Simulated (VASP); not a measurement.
A run of VASP 6.6.1 is set up as follows.

Contents of POSCAR:

```
V
1.0
   -1.5130000000      1.5130000000      1.5130000000
    1.5130000000     -1.5130000000      1.5130000000
    1.5130000000      1.5130000000     -1.5130000000
V
1
Direct
    0.0000000000      0.0000000000      0.0000000000
```

Contents of INCAR.step1:

```
SYSTEM = V
PREC     = Accurate       ! precision mode
ENCUT    = 520            ! plane-wave cutoff, eV
EDIFF    = 1E-5           ! SCF threshold, eV
ISMEAR   = 0              ! smearing method
SIGMA    = 0.1            ! smearing width, eV
LREAL    = .False.        ! projectors in reciprocal space
LASPH    = .True.         ! aspherical terms in the spheres
NELM     = 150            ! most SCF steps
ALGO     = Normal         ! electronic algorithm
ISIF     = 2              ! what is computed and relaxed
LWAVE    = .True.         ! write WAVECAR
LCHARG   = .False.        ! write CHGCAR
ISPIN    = 2              ! spin polarisation
MAGMOM   = 0.51           ! initial moments
LORBIT   = 11             ! projections on sites
LMAXMIX  = 4              ! l up to which the mixer works
NBANDS   = 16             ! bands
GGA      = PE             ! functional
```

File INCAR.step2:

```
SYSTEM = V
PREC     = Accurate       ! precision mode
ENCUT    = 520            ! plane-wave cutoff, eV
EDIFF    = 1E-6           ! SCF threshold, eV
ISMEAR   = 0              ! smearing method
SIGMA    = 0.1            ! smearing width, eV
LREAL    = .False.        ! projectors in reciprocal space
LASPH    = .True.         ! aspherical terms in the spheres
NELM     = 150            ! most SCF steps
ALGO     = Normal         ! electronic algorithm
ISIF     = 2              ! what is computed and relaxed
LWAVE    = .False.        ! write WAVECAR
LCHARG   = .False.        ! write CHGCAR
ISPIN    = 2              ! spin polarisation
MAGMOM   = 0.51           ! initial moments
LORBIT   = 11             ! projections on sites
LMAXMIX  = 4              ! l up to which the mixer works
GGA      = PE             ! functional
LHFCALC  = .True.         ! exact exchange
HFSCREEN = 0.2079         ! screening, 1/A
PRECFOCK = Normal       
NBANDS   = 16             ! bands
ISTART   = 1
```

Contents of KPOINTS:

```
regular mesh
0
Gamma
  3 3 3
  0 0 0
```

Potentials or basis: VASP PAW PBE potentials, release 64 (V_sv).

The run is started by

```sh
$ cat potpaw_PBE.64/V_sv/POTCAR > POTCAR
$ cp INCAR.step1 INCAR
$ mpirun -np 1 vasp_std > vasp.out
$ cp INCAR.step2 INCAR
$ mpirun -np 1 vasp_std > vasp.out
```

Predict the pressure.

-15.0 GPa.

Predict the net moment.

0.42 μB per cell.

Predict the site moments.

V +0.27 μB.

Caveat: the k points lie up to 0.98 Å⁻¹ apart; the PAW data sets were made with another functional, which shifts forces and pressure a little.
